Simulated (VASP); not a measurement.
Wanted: the native input for a VASP 6.6.1 run.

- Task: single point
- Functional: PBE
- Potentials or basis: VASP PAW PBE potentials, release 64 (B, C)
- Cutoff: 520 eV
- k mesh: 6 × 6 × 6
- Occupations: gaussian, width 0.1 eV
- Spin: no spin polarisation
- Dipole correction: no
- Further INCAR settings: ALGO = Normal; EDIFF = 1e-06; NBANDS = 21

The structure of B4C3 lies in POSCAR:

```
B4C3
1.0
    3.8552066452      0.0000000000      0.0000000000
    0.0000000000      3.8552066452      0.0000000000
    0.0000000000      0.0000000000      3.8552066452
B C
4 3
Direct
    0.2000037943      0.2000037943      0.7999962057
    0.7999962057      0.7999962057      0.7999962057
    0.2000037943      0.7999962057      0.2000037943
    0.7999962057      0.2000037943      0.2000037943
    0.0000000000      0.0000000000      0.5000000000
    0.5000000000      0.0000000000      0.0000000000
    0.0000000000      0.5000000000      0.0000000000
```

The cell was built from a structure type or drawn by symmetry, and may not be a known phase.

These files were run (other wordings do the same):

INCAR

```
PREC = Accurate
ENCUT = 520
EDIFF = 1E-6
ISMEAR = 0
SIGMA = 0.1
LREAL = F
LASPH = T
NELM = 100
ALGO = Normal
ISIF = 2
LWAVE = F
LCHARG = F
GGA = PE
NBANDS = 21
```

KPOINTS

```
regular mesh
0
Gamma
  6 6 6
```

Potentials or basis: VASP PAW PBE potentials, release 64 (B, C).

Run with:

```console
$ cat potpaw_PBE.64/B/POTCAR potpaw_PBE.64/C/POTCAR > POTCAR
$ mpirun -np 1 vasp_std > vasp.out
```

It gave:

The pressure is 0.4 GPa, the largest force is 0.023 eV/Å and the band gap on the k mesh is zero (bands 12 and 13 overlap by 2.30 eV).

It took 12 s on 1 thread of Intel(R) Xeon(R) 6975P-C (Granite Rapids), on a shared host, peak memory 0.16 GiB.
